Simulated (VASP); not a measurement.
CdSe (rocksalt type), 2 atoms in the cell. The structure is cubic, space group Fm-3m (No. 225). Conventional cell: a = 5.641 Å, b = 5.641 Å, c = 5.641 Å, α = 90.00°, β = 90.00°, γ = 90.00°. Cd (site symmetry m-3m) has 6 Se at 2.82 Å within 3.7 Å. Within 3.7 Å of Se (site symmetry m-3m) lie 6 Cd at 2.82 Å. 

| Quantity | Value |
| --- | --- |
| Program | VASP 6.6.1 |
| Task | single point |
| Functional | PBE |
| Potentials or basis | VASP PAW PBE potentials, release 64 (Cd, Se) |
| Cutoff | 500 eV |
| k mesh | 14 × 14 × 14 |
| Occupations | fermi-dirac, width 0.08 eV |
| Spin | no spin polarisation |
| Dipole correction | no |
| Further INCAR settings | ALGO = Normal; EDIFF = 1e-06; NBANDS = 16 |

Potentials or basis: VASP PAW PBE potentials, release 64 (Cd, Se).

Run with:

```sh
$ cat potpaw_PBE.64/Cd/POTCAR potpaw_PBE.64/Se/POTCAR > POTCAR
$ mpirun -np 1 vasp_std > vasp.out
```

Hardware: 1 thread of Intel(R) Xeon(R) Platinum 8259CL CPU @ 2.50GHz (Skylake/Cascade Lake), with other jobs on the host.

**Question.** Estimate the wall time of this run.

**Answer.** Wall time 65 s on 1 thread of Intel(R) Xeon(R) Platinum 8259CL CPU @ 2.50GHz (Skylake/Cascade Lake) (shared host), peak memory 0.22 GiB. Counts: scf iterations 12, k points 104.
